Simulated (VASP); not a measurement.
# NaLa (P-6m2) in VASP: settings compared

Aim: see how the results for NaLa move with the level of theory and the settings. Levels: PBE, revPBE, PBEsol. Tasks: single point.

Program: VASP 6.6.1. These are calculated values, not measurements. Logs are shortened: lines on timing, memory, paths and dates and some standing lists are left out, and cuts for length are marked.

### Step 1. The cell of the first run

Symmetry: P-6m2, No. 187, hexagonal system. The conventional cell has a = 3.606 Å, b = 3.606 Å, c = 6.484 Å, α = 90.00°, β = 90.00°, γ = 120.00°. La (site symmetry -6m2) has 6 La at 3.61 Å and 6 Na at 3.85 Å within 4.7 Å. Na (site symmetry -6m2) has 6 Na at 3.61 Å and 6 La at 3.85 Å within 4.7 Å.

### Step 2. Single point, PBE

The input, INCAR:

```
SYSTEM = NaLa
PREC = Accurate
ENCUT = 1130
EDIFF = 1E-6
ISMEAR = -1
SIGMA = 0.05
LREAL = .False.
LASPH = .True.
NELM = 200
ALGO = Normal
ISIF = 2
LWAVE = .False.
LCHARG = .True.
GGA = PE
LELF = .True.
LVHAR = .True.
NBANDS = 17
GGA_COMPAT = .False.
LMAXMIX = 6
```

The input, KPOINTS:

```
Automatic mesh
0
Gamma
  5 5 3
  0 0 0
```

The input, POSCAR:

```
NaLa
1.0
    3.6062507687      0.0000000000      0.0000000000
   -1.8031253843      3.1231047781      0.0000000000
    0.0000000000      0.0000000000      6.4837820000
La Na
1 1
Direct
    0.3333333333      0.6666666667      0.5000000000
    0.0000000000      0.0000000000      0.0000000000
```

Potentials or basis: VASP PAW PBE potentials, release 64 (La, Na_sv).

Launch:

```console
$ cat potpaw_PBE.64/La/POTCAR potpaw_PBE.64/Na_sv/POTCAR > POTCAR
$ mpirun -np 1 vasp_std > vasp.out
```

OUTCAR:

```text
SYSTEM = NaLa
   PREC = Accurate
   ENCUT = 1130
   EDIFF = 1E-6
   ISMEAR = -1
   LREAL = .False.
   LASPH = .True.
   NELM = 200
   ISIF = 2
   GGA = PE

 ion  position               nearest neighbor table
   1  0.333  0.667  0.500-
   2  0.000  0.000  0.000-

  LATTYP: Found a hexagonal cell.
 ALAT       =     3.6062507687
 C/A-ratio  =     1.7979287675

  Lattice vectors:

 A1 = (   3.6062507687,   0.0000000000,   0.0000000000)
 A2 = (  -1.8031253843,   3.1231047781,   0.0000000000)
 A3 = (   0.0000000000,   0.0000000000,   6.4837820000)

Analysis of symmetry for initial positions (statically):
=====================================================================
 Subroutine PRICEL returns:
 Original cell was already a primitive cell.

 Routine SETGRP: Setting up the symmetry group for a
 hexagonal supercell.

 Subroutine GETGRP returns: Found 12 space group operations
 (whereof 12 operations were pure point group operations)
 out of a pool of 24 trial point group operations.

The static configuration has the point symmetry D_3h.

Analysis of symmetry for dynamics (positions and initial velocities):
=====================================================================
 Subroutine PRICEL returns:
 Original cell was already a primitive cell.

 Routine SETGRP: Setting up the symmetry group for a
 hexagonal supercell.

 Subroutine GETGRP returns: Found 12 space group operations
 (whereof 12 operations were pure point group operations)
 out of a pool of 24 trial point group operations.

The dynamic configuration has the point symmetry D_3h.

 Subroutine INISYM returns: Found 12 space group operations
 (whereof 12 operations are pure point group operations),
 and found     1 'primitive' translations

----------------------------------------------------------------------------------------

                                     Primitive cell

  volume of cell :      73.0249

  direct lattice vectors                    reciprocal lattice vectors
     3.606250769  0.000000000  0.000000000     0.277296301  0.160097094  0.000000000
[... 63 lines left out ...]
   ISTART =      0    job   : 0-new  1-cont  2-samecut
   ICHARG =      2    charge: 1-file 2-atom 10-const
   ISPIN  =      1    spin polarized calculation?
   LNONCOLLINEAR =      F non collinear calculations
   LSORBIT =      F    spin-orbit coupling
   LASPH  =      T    aspherical Exc in radial PAW
   ENCUT  = 1130.0 eV  83.05 Ry    9.11 a.u.   9.88  9.88 17.77*2*pi/ulx,y,z
   NELM   =    200;   NELMIN=  2; NELMDL= -5     # of ELM steps
   EDIFF  = 0.1E-05   stopping-criterion for ELM
   LREAL  =      F    real-space projection
   EDIFFG = 0.1E-04   stopping-criterion for IOM
   NSW    =      0    number of steps for IOM
   IBRION =     -1    ionic relax: 0-MD 1-quasi-New 2-CG
   NFREE  =      0    steps in history (QN), initial steepest desc. (CG)
   ISIF   =      2    stress and relaxation
   ISYM   =      2    0-nonsym 1-usesym 2-fastsym
   POTIM  = 0.5000    time-step for ionic-motion
   TEBEG  =    0.0;   TEEND  =   0.0 temperature during run
   PSTRESS=    0.0 pullay stress
   NELECT =      20.0000    total number of electrons
   NUPDOWN=      -1.0000    fix difference up-down
   EMIN   =  10.00;   EMAX   =-10.00  energy-range for DOS
   EFERMI =   0.00;   METHOD = LEGACY
   ISMEAR =    -1;   SIGMA  =   0.05  broadening in eV -4-tet -1-fermi 0-gaus
   EFERMI_NEDOS =   21; number of points for ismear=-14 and -15
   IALGO  =     38    algorithm
   IMIX   =      4    mixing-type and parameters
     AMIX     =   0.40;   BMIX     =  1.00
     AMIX_MAG =   1.60;   BMIX_MAG =  1.00
  volume/ion in A,a.u.               =      36.51       246.40
  Fermi-wavevector in a.u.,A,eV,Ry     =   1.063150  2.009062 15.378500  1.130288
  Thomas-Fermi vector in A             =   2.198625
   LORBIT       =      0    0 simple, 1 ext, 2 COOP (PROOUT), +10 PAW based schemes
   GGA     = PE    functional components
   LHFCALC =     F    Hartree Fock is set to
   AEXX    =    0.0000 exact exchange contribution
   IVDW    =     0    specifies the selected vdW correction
   LEPSILON=     F    determine dielectric tensor
   LRPA    =     F    only Hartree local field effects (RPA)
 non-spin polarized calculation
  energy-cutoff  :     1130.00
  volume of cell :       73.02
 maximum number of plane-waves:      6323
 NGX is ok and might be reduce to    40
   NGX = 19   NGY = 19   NGZ = 35

 number of electron      20.0000001 magnetization

 Free energy of the ion-electron system (eV)
  ---------------------------------------------------
  ext. energy  EPLUGINS =         0.00000000
  ---------------------------------------------------
  free energy    TOTEN  =        -5.78714668 eV

  energy without entropy =       -5.76193565  energy(sigma->0) =       -5.77454116

 E-fermi :   4.2060     XC(G=0):  -8.1213

 val. band max:        4.0810372872   @ k =   0.2000   0.2000   0.0000
 cond. band min:       4.2312271263   @ k =   0.2000   0.2000   0.3333
 fundamental gap:      0.1501898391
 Fermi energy:         4.2060416378

 k-point     1 :       0.0000    0.0000    0.0000
  band No.  band energies     occupation
      1     -48.1574      2.00000
      2     -28.8512      2.00000
      3     -20.0741      2.00000
      4     -20.0688      2.00000
      5     -20.0688      2.00000
      6     -12.6163      2.00000
[... 177 lines left out ...]
      4     -20.0870      2.00000
      5     -20.0672      2.00000
      6     -13.0211      2.00000
[... 9 lines left out ...]
     16       6.0140      0.00000
     17       6.2104      0.00000

------------------------ aborting loop because EDIFF is reached ----------------------------------------

  FORCE on cell =-STRESS in cart. coord.  units (eV):
  Direction    XX          YY          ZZ          XY          YZ          ZX
  --------------------------------------------------------------------------------------
  -------------------------------------------------------------------------------------
  Total        0.0980759      0.0980759     -0.1472076      0.0000000      0.0000000      0.0000000
  in kB        2.1518003      2.1518003     -3.2297587      0.0000000      0.0000000      0.0000000
  external PRESSURE =       0.3579473 kB  Pullay stress =       0.0000000 kB

 VOLUME and BASIS-vectors are now :
 -----------------------------------------------------------------------------
  energy-cutoff  :     1130.00
  volume of cell :       73.02
      direct lattice vectors                 reciprocal lattice vectors
     3.606250769  0.000000000  0.000000000     0.277296301  0.160097094  0.000000000
    -1.803125384  3.123104778  0.000000000     0.000000000  0.320194188  0.000000000
     0.000000000  0.000000000  6.483782000     0.000000000  0.000000000  0.154230972

 POSITION                                       TOTAL-FORCE (eV/Angst)
 -----------------------------------------------------------------------------------
     -0.00000      2.08207      3.24189         0.000000     -0.000000      0.000000
      0.00000      0.00000      0.00000        -0.000000      0.000000      0.000000
 -----------------------------------------------------------------------------------
    total drift:                                0.000000     -0.000000     -0.000000

  FREE ENERGIE OF THE ION-ELECTRON SYSTEM (eV)
  ---------------------------------------------------
  free  energy   TOTEN  =        -5.7871466777 eV

  energy  without entropy=       -5.7619356467  energy(sigma->0) =       -5.77454116
```

OSZICAR:

```text
N       E                     dE             d eps       ncg     rms          rms(c)
DAV:   1     0.324223183254E+03    0.32422E+03   -0.12485E+04   340   0.261E+03
DAV:   2     0.564350109377E+02   -0.26779E+03   -0.24639E+03   565   0.298E+02
DAV:   3    -0.311547774748E+01   -0.59550E+02   -0.58552E+02   437   0.229E+02
DAV:   4    -0.618487862615E+01   -0.30694E+01   -0.30048E+01   586   0.449E+01
DAV:   5    -0.637220183114E+01   -0.18732E+00   -0.18652E+00   536   0.108E+01    0.309E+00
DAV:   6    -0.579702749057E+01    0.57517E+00   -0.25398E+00   660   0.671E+00    0.149E+00
DAV:   7    -0.578277245082E+01    0.14255E-01   -0.14509E-01   550   0.267E+00    0.764E-01
DAV:   8    -0.578546785231E+01   -0.26954E-02   -0.48211E-02   528   0.188E+00    0.242E-01
DAV:   9    -0.578702538013E+01   -0.15575E-02   -0.55945E-03   488   0.762E-01    0.926E-02
DAV:  10    -0.578713379087E+01   -0.10841E-03   -0.99422E-04   560   0.293E-01    0.185E-02
DAV:  11    -0.578714546250E+01   -0.11672E-04   -0.12435E-04   616   0.910E-02    0.100E-02
DAV:  12    -0.578714678117E+01   -0.13187E-05   -0.12622E-05   584   0.239E-02    0.505E-03
DAV:  13    -0.578714667767E+01    0.10350E-06   -0.21561E-06   488   0.137E-02
   1 F= -.57871467E+01 E0= -.57745412E+01  d E =-.252110E-01
```

Run time: 22 s. Hardware: 1 thread of AMD EPYC 9R45 (Zen 5), shared host; peak memory 0.33 GiB.

Results:

| Property | Result |
| --- | --- |
| Free energy | -5.7871 eV |
| Pressure | 0.0 GPa |
| Band gap on the k mesh | zero (bands 10 and 11 overlap by 0.24 eV) |

Stress tensor (GPa, compression positive):
```
 0.22  0.00  0.00
 0.00  0.22  0.00
 0.00  0.00 -0.32
```

Levels at points of the mesh, in eV from the Fermi level:
```csv
k point,band 8,band 9,band 10,band 11,band 12,band 13
"(0.00, 0.00, 0.00)",-15.98,-3.17,-1.14,0.86,1.17,1.72
```

Caveat: the k points lie up to 0.40 Å⁻¹ apart; spin-orbit coupling is left out, which moves the levels of the heavy elements.

### Step 3. Single point, revPBE

The input, INCAR:

```
ALGO = Normal ; EDIFF = 1E-6
ENCUT = 1130 ; GGA = RE
GGA_COMPAT = F ; ISIF = 2
ISMEAR = -1 ; LASPH = T
LCHARG = F ; LMAXMIX = 6
LREAL = F ; LWAVE = F
NBANDS = 17 ; NELM = 200
PREC = Accurate ; SIGMA = 0.05
```

The input, KPOINTS:

```
k-points
0
Gamma
  5 5 3
```

POSCAR is that of step 2.

Potentials or basis: VASP PAW PBE potentials, release 64 (La, Na_sv).

Launch:

```console
$ cat potpaw_PBE.64/La/POTCAR potpaw_PBE.64/Na_sv/POTCAR > POTCAR
$ mpirun -np 1 vasp_std > vasp.out
```

Wall time 25 s (1 thread of Intel Xeon 6975P-C (Granite Rapids), shared host); peak memory 0.36 GiB.

Results (log left out):

```yaml
Free_energy: -5.3972 eV
Pressure: 0.8 GPa
Band_gap_on_the_k_mesh: zero (bands 10 and 11 overlap by 0.23 eV)
```

Stress tensor (GPa, compression positive):
```
0.96 0.00 0.00
0.00 0.96 0.00
0.00 0.00 0.37
```

Levels at points of the mesh, in eV from the Fermi level:
```
           k point  band 6  band 7  band 8  band 9  band 10  band 11  band 12  band 13  band 14  band 15
(0.00, 0.00, 0.00)  -16.85  -16.01  -16.01   -3.15    -1.12     0.84     1.17     1.72     1.73     1.73
```

Caveat: the k points lie up to 0.40 Å⁻¹ apart; the PAW data sets were made with another functional, which shifts forces and pressure a little; spin-orbit coupling is left out, which moves the levels of the heavy elements.

(Part 1 of 2 ends here.)

The gap in the log of VASP goes by the Fermi energy; the results here count the filled bands.